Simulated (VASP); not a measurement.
# Mo in VASP: a series of runs

The runs below take Mo through single point, with PBEsol.

All numbers are computed with VASP 6.6.1; they aren't measurements. Logs are shortened: lines on timing, memory, paths and dates and some standing lists are left out, and cuts for length are marked.

## 1. The cell of the first run

The typed cell holds 1 atom: a = 2.799 Å, b = 2.799 Å, c = 2.799 Å, α = 120.00°, β = 120.00°, γ = 90.01°.

This isn't the form of Mo at room conditions, which is bcc.

## 2. Single point, PBEsol

INCAR reads:

```
SYSTEM = Mo
PREC = Accurate
ENCUT = 520
EDIFF = 1E-7
ISMEAR = 0
SIGMA = 0.15
LREAL = .FALSE.
LASPH = .TRUE.
NELM = 60
ALGO = Fast
ISIF = 2
LWAVE = .FALSE.
LCHARG = .FALSE.
GGA = PS
NBANDS = 13
```

KPOINTS reads:

```
regular mesh
0
G
  24 24 24
  0 0 0
```

POSCAR reads:

```
Mo
1.0
   -1.3996723452      1.3996723452      1.9791366962
    1.3996723452     -1.3996723452      1.9791366962
    1.3996723452      1.3996723452     -1.9791366962
Mo
1
Direct
    0.0000000000      0.0000000000      0.0000000000
```

Potentials or basis: VASP PAW PBE potentials, release 64 (Mo_sv).

Run with:

```console
$ cat potpaw_PBE.64/Mo_sv/POTCAR > POTCAR
$ mpirun -np 1 vasp_std > vasp.out
```

OUTCAR:

```text
SYSTEM = Mo
   PREC = Accurate
   ENCUT = 520
   EDIFF = 1E-7
   ISMEAR = 0
   LREAL = .FALSE.
   LASPH = .TRUE.
   NELM = 60
   ISIF = 2
   GGA = PS

 ion  position               nearest neighbor table
   1  0.000  0.000  0.000-

  LATTYP: Found a body centered tetragonal cell.
 ALAT       =     2.7993446904
 C/A-ratio  =     1.4140000001

  Lattice vectors:

 A1 = (  -1.3996723452,   1.3996723452,   1.9791366962)
 A2 = (   1.3996723452,  -1.3996723452,   1.9791366962)
 A3 = (   1.3996723452,   1.3996723452,  -1.9791366962)

Analysis of symmetry for initial positions (statically):
=====================================================================
 Subroutine PRICEL returns:
 Original cell was already a primitive cell.

 Routine SETGRP: Setting up the symmetry group for a
 body centered tetragonal supercell.

 Subroutine GETGRP returns: Found 16 space group operations
 (whereof 16 operations were pure point group operations)
 out of a pool of 16 trial point group operations.

The static configuration has the point symmetry D_4h.

Analysis of symmetry for dynamics (positions and initial velocities):
=====================================================================
 Subroutine PRICEL returns:
 Original cell was already a primitive cell.

 Routine SETGRP: Setting up the symmetry group for a
 body centered tetragonal supercell.

 Subroutine GETGRP returns: Found 16 space group operations
 (whereof 16 operations were pure point group operations)
 out of a pool of 16 trial point group operations.

The dynamic configuration has the point symmetry D_4h.

 Subroutine INISYM returns: Found 16 space group operations
 (whereof 16 operations are pure point group operations),
 and found     1 'primitive' translations

----------------------------------------------------------------------------------------

                                     Primitive cell

  volume of cell :      15.5092

  direct lattice vectors                    reciprocal lattice vectors
    -1.399672345  1.399672345  1.979136696     0.000000000  0.357226462  0.252635405
     1.399672345 -1.399672345  1.979136696     0.357226462  0.000000000  0.252635405
     1.399672345  1.399672345 -1.979136696     0.357226462  0.357226462  0.000000000

  length of vectors
     2.799133332  2.799133332  2.799133332     0.437533305  0.437533305  0.505194508

  position of ions in fractional coordinates (direct lattice)
     0.000000000  0.000000000  0.000000000

  ion indices of the primitive-cell ions
   primitive index   ion index
                 1           1

----------------------------------------------------------------------------------------

 KPOINTS: regular mesh

Automatic generation of k-mesh.
 Grid dimensions read from file:
 generate k-points for:   24   24   24

 Generating k-lattice:

  Cartesian coordinates                     Fractional coordinates (reciprocal lattice)
     0.000000000  0.014884436  0.010526475     0.041666667 -0.000000000  0.000000000
     0.014884436  0.000000000  0.010526475    -0.000000000  0.041666667  0.000000000
     0.014884436  0.014884436  0.000000000     0.000000000  0.000000000  0.041666667

  Length of vectors
     0.018230554  0.018230554  0.021049771

  Shift w.r.t. Gamma in fractional coordinates (k-lattice)
     0.000000000  0.000000000  0.000000000

 Subroutine IBZKPT returns following result:
 ===========================================

 Found   1063 irreducible k-points:

 Following reciprocal coordinates:
            Coordinates               Weight
  0.000000  0.000000  0.000000      1.000000
  0.041667  0.000000  0.000000      8.000000
  0.083333 -0.000000  0.000000      8.000000
  0.125000  0.000000  0.000000      8.000000
  0.166667  0.000000  0.000000      8.000000
  0.208333  0.000000 -0.000000      8.000000
[... 16 lines left out ...]
  0.416667  0.041667  0.000000     16.000000
  0.458333  0.041667  0.000000     16.000000
 [... further k-points ...]
   k-points           NKPTS =   1063   k-points in BZ     NKDIM =   1063   number of bands    NBANDS=     13
   number of dos      NEDOS =    301   number of ions     NIONS =      1
   total plane-waves  NPLWV =  13824
   dimension x,y,z NGX =    24 NGY =   24 NGZ =   24
   dimension x,y,z NGXF=    48 NGYF=   48 NGZF=   48
   ions per type =               1
   NGX,Y,Z   is equivalent  to a cutoff of  14.25, 14.25, 14.25 a.u.
   NGXF,Y,Z  is equivalent  to a cutoff of  28.51, 28.51, 28.51 a.u.
 SYSTEM =  Mo
   PREC   = accura    normal or accurate (medium, high low for compatibility)
   ISTART =      0    job   : 0-new  1-cont  2-samecut
   ICHARG =      2    charge: 1-file 2-atom 10-const
   ISPIN  =      1    spin polarized calculation?
   LNONCOLLINEAR =      F non collinear calculations
   LSORBIT =      F    spin-orbit coupling
   LASPH  =      T    aspherical Exc in radial PAW
   ENCUT  =  520.0 eV  38.22 Ry    6.18 a.u.   5.20  5.20  5.20*2*pi/ulx,y,z
   NELM   =     60;   NELMIN=  2; NELMDL= -5     # of ELM steps
   EDIFF  = 0.1E-06   stopping-criterion for ELM
   LREAL  =      F    real-space projection
   EDIFFG = 0.1E-05   stopping-criterion for IOM
   NSW    =      0    number of steps for IOM
   IBRION =     -1    ionic relax: 0-MD 1-quasi-New 2-CG
   NFREE  =      0    steps in history (QN), initial steepest desc. (CG)
   ISIF   =      2    stress and relaxation
   ISYM   =      2    0-nonsym 1-usesym 2-fastsym
   POTIM  = 0.5000    time-step for ionic-motion
   TEBEG  =    0.0;   TEEND  =   0.0 temperature during run
   PSTRESS=    0.0 pullay stress
   NELECT =      14.0000    total number of electrons
   NUPDOWN=      -1.0000    fix difference up-down
   EMIN   =  10.00;   EMAX   =-10.00  energy-range for DOS
   EFERMI =   0.00;   METHOD = LEGACY
   ISMEAR =     0;   SIGMA  =   0.15  broadening in eV -4-tet -1-fermi 0-gaus
   EFERMI_NEDOS =   21; number of points for ismear=-14 and -15
   IALGO  =     68    algorithm
   IMIX   =      4    mixing-type and parameters
     AMIX     =   0.40;   BMIX     =  1.00
     AMIX_MAG =   1.60;   BMIX_MAG =  1.00
  volume/ion in A,a.u.               =      15.51       104.66
  Fermi-wavevector in a.u.,A,eV,Ry     =   1.582176  2.989878 34.059184  2.503279
  Thomas-Fermi vector in A             =   2.682139
   LORBIT       =      0    0 simple, 1 ext, 2 COOP (PROOUT), +10 PAW based schemes
   GGA     = PS    functional components
   LHFCALC =     F    Hartree Fock is set to
   AEXX    =    0.0000 exact exchange contribution
   IVDW    =     0    specifies the selected vdW correction
   LEPSILON=     F    determine dielectric tensor
   LRPA    =     F    only Hartree local field effects (RPA)
 non-spin polarized calculation
 RMM-DIIS sequential band-by-band and
 Gauss-broadening in eV      SIGMA  =   0.15
  energy-cutoff  :      520.00
  volume of cell :       15.51
 maximum number of plane-waves:       444
 NGX is ok and might be reduce to    24
   NGX = 11   NGY = 11   NGZ = 11

 number of electron      13.9999999 magnetization

 Free energy of the ion-electron system (eV)
  ---------------------------------------------------
  ext. energy  EPLUGINS =         0.00000000
  ---------------------------------------------------
  free energy    TOTEN  =       -11.35138521 eV

  energy without entropy =      -11.33776437  energy(sigma->0) =      -11.34457479

 E-fermi :  12.1460     XC(G=0): -13.5562

 val. band max:       12.1445266724   @ k =   0.1250   0.0833   0.0417
 cond. band min:      12.1520111271   @ k =  -0.1667   0.5000   0.1667
 fundamental gap:      0.0074844547
 Fermi energy:        12.1459865578

 k-point     1 :       0.0000    0.0000    0.0000
  band No.  band energies     occupation
      1     -48.4492      2.00000
      2     -21.7399      2.00000
      3     -21.7399      2.00000
      4     -21.7397      2.00000
      5       5.2829      2.00000
      6      11.3980      2.00000
      7      11.3980      2.00000
      8      11.3999      2.00000
      9      14.2005      0.00000
     10      14.2031      0.00000
     11      25.2640      0.00000
     12      30.6436      0.00000
     13      30.6467      0.00000

 k-point     2 :       0.0417    0.0000    0.0000
  band No.  band energies     occupation
      1     -48.4449      2.00000
      2     -21.7664      2.00000
      3     -21.7431      2.00000
      4     -21.7431      2.00000
      5       5.3572      2.00000
      6      11.3461      2.00000
      7      11.4324      2.00000
      8      11.4337      2.00000
      9      14.1712      0.00000
     10      14.1738      0.00000
     11      25.4098      0.00000
     12      30.3085      0.00000
     13      30.7799      0.00000

 k-point     3 :       0.0833   -0.0000    0.0000
  band No.  band energies     occupation
      1     -48.4322      2.00000
      2     -21.8439      2.00000
      3     -21.7528      2.00000
      4     -21.7527      2.00000
      5       5.5745      2.00000
      6      11.2025      2.00000
      7      11.5283      2.00000
      8      11.5296      2.00000
      9      14.0954      0.00000
     10      14.0979      0.00000
     11      25.8252      0.00000
     12      29.5358      0.00000
     13      31.1739      0.00000
[... 305 lines left out ...]
 k-point    23 :       0.4167    0.0417    0.0000
  band No.  band energies     occupation
      1     -48.2006      2.00000
      2     -23.1242      2.00000
      3     -21.9454      2.00000
      4     -21.9170      2.00000
      5       7.4799      2.00000
      6      11.1934      2.00000
      7      11.3004      2.00000
      8      13.1356      0.00000
      9      15.9535      0.00000
     10      16.4886      0.00000
     11      23.9084      0.00000
     12      25.7768      0.00000
     13      31.7185      0.00000

 k-point    24 :       0.4583    0.0417    0.0000
  band No.  band energies     occupation
      1     -48.1902      2.00000
      2     -23.1773      2.00000
      3     -21.9485      2.00000
      4     -21.9287      2.00000
      5       7.4441      2.00000
      6      11.1239      2.00000
      7      11.2518      2.00000
      8      13.5311      0.00000
      9      16.2619      0.00000
     10      16.6531      0.00000
     11      23.7265      0.00000
     12      25.2233      0.00000
     13      31.4169      0.00000

 [... further k-points ...]
[... 5 lines left out ...]
  --------------------------------------------------------------------------------------
  -------------------------------------------------------------------------------------
  Total        0.1010275      0.1010275      0.0979445      0.0000000      0.0000000      0.0000000
  in kB       10.4366614     10.4366614     10.1181690      0.0000000      0.0000000      0.0000000
  external PRESSURE =      10.3304973 kB  Pullay stress =       0.0000000 kB

 VOLUME and BASIS-vectors are now :
 -----------------------------------------------------------------------------
  energy-cutoff  :      520.00
  volume of cell :       15.51
      direct lattice vectors                 reciprocal lattice vectors
    -1.399672345  1.399672345  1.979136696     0.000000000  0.357226462  0.252635405
     1.399672345 -1.399672345  1.979136696     0.357226462  0.000000000  0.252635405
     1.399672345  1.399672345 -1.979136696     0.357226462  0.357226462  0.000000000

 POSITION                                       TOTAL-FORCE (eV/Angst)
 -----------------------------------------------------------------------------------
      0.00000      0.00000      0.00000        -0.000000     -0.000000      0.000000
 -----------------------------------------------------------------------------------
    total drift:                               -0.000000      0.000000     -0.000000

  FREE ENERGIE OF THE ION-ELECTRON SYSTEM (eV)
  ---------------------------------------------------
  free  energy   TOTEN  =       -11.3513852072 eV

  energy  without entropy=      -11.3377643708  energy(sigma->0) =      -11.34457479
```

Wall time 4.2 min (1 thread of Intel Xeon Platinum 8259CL at 2.50GHz (Skylake/Cascade Lake), shared host); peak memory 0.32 GiB.

Results:

| Item | Value |
| --- | --- |
| Free energy | -11.3514 eV |
| Pressure | 1.0 GPa |
| Band gap on the k mesh | zero (bands 7 and 8 overlap by 4.94 eV) |

Levels at points of the mesh, in eV from the Fermi level:
```tsv
k point	band 5	band 6	band 7	band 8	band 9	band 10
(0.00, 0.00, 0.00)	-6.86	-0.75	-0.75	-0.75	2.05	2.06
(0.50, 0.00, 0.00)	-4.77	-0.96	-0.95	1.66	4.24	4.24
(0.50, 0.50, 0.00)	-5.19	-4.47	4.19	4.21	4.87	4.88
(0.50, 0.50, 0.50)	-5.19	-4.47	4.19	4.21	4.88	4.88
```

Caveat: the PAW data sets were made with another functional, which shifts forces and pressure a little.

## 3. Single point, PBEsol

INCAR reads:

```
ALGO = Fast ; EDIFF = 1E-6
ENCUT = 520 ; GGA = PS
ISIF = 2 ; ISMEAR = 0
LASPH = T ; LCHARG = F
LREAL = F ; LWAVE = F
NBANDS = 13 ; NELM = 100
PREC = Accurate ; SIGMA = 0.15
```

KPOINTS reads:

```
k-points
0
Gamma
  24 24 24
```

POSCAR reads:

```
Mo
1.0
   -1.3723949101      1.3723949101      2.0585923652
    1.3723949101     -1.3723949101      2.0585923652
    1.3723949101      1.3723949101     -2.0585923652
Mo
1
Direct
    0.0000000000      0.0000000000      0.0000000000
```

Potentials or basis: VASP PAW PBE potentials, release 64 (Mo_sv).

Run with:

```console
$ cat potpaw_PBE.64/Mo_sv/POTCAR > POTCAR
$ mpirun -np 1 vasp_std > vasp.out
```

Wall time 2.4 min (1 thread of Intel Xeon Platinum 8259CL at 2.50GHz (Skylake/Cascade Lake), shared host); peak memory 0.31 GiB.

Results (log left out):

| Quantity | Value |
| --- | --- |
| Free energy | -11.3697 eV |
| Pressure | 1.2 GPa |
| Band gap on the k mesh | zero (bands 7 and 8 overlap by 4.59 eV) |

Stress tensor (GPa, compression positive):
```
-1.56  0.00  0.00
 0.00 -1.56  0.00
 0.00  0.00  6.62
```

Levels at points of the mesh, in eV from the Fermi level:
```tsv
k point	band 5	band 6	band 7	band 8	band 9	band 10
(0.00, 0.00, 0.00)	-6.93	-1.31	-0.55	-0.55	1.41	2.49
(0.50, 0.00, 0.00)	-4.85	-1.41	-0.62	1.60	3.95	4.36
(0.50, 0.50, 0.00)	-5.28	-4.57	4.03	4.37	4.54	5.22
(0.50, 0.50, 0.50)	-5.21	-4.46	3.36	4.19	4.74	4.74
```

Caveat: the PAW data sets were made with another functional, which shifts forces and pressure a little.
